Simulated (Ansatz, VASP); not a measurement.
# Two plane-wave programs on PC

```
CELL_PARAMETERS angstrom
0.00000 2.07978 2.08104
2.08051 0.00000 2.08104
2.08051 2.07978 0.00000
ATOMIC_POSITIONS crystal
P 0.50000 0.50000 0.50000
C 0.00000 0.00000 0.00000
```

Change from the starting cell: species swapped into the HBr type (Fmmm, No. 69).

Alike in both runs: functional PBE; k mesh 6 × 6 × 6; occupations gaussian, width 0.2 eV; no spin polarisation.

Ansatz relaxed the structure, and its values are those at the end. VASP's run is a single point on that final structure, the one shown.

|  | VASP | Ansatz |
| --- | --- | --- |
| version | VASP 6.6.1 | Ansatz 0.2.0 |
| potentials or method | VASP PAW PBE potentials, release 64 (P, C), cutoff 600 eV | scalar-relativistic, plane waves, PAW |
| valence electrons in the cell | 9 | 9 |

```csv
,VASP,Ansatz,Ansatz less VASP
gap on the k mesh at the Fermi level (eV),none,none,-
pressure (GPa),-0.5,-0.1,+0.41
```

A gap of «none» marks a metal or a gap that the smearing closes.

The k mesh is coarse, so the values compare programs but aren't converged.
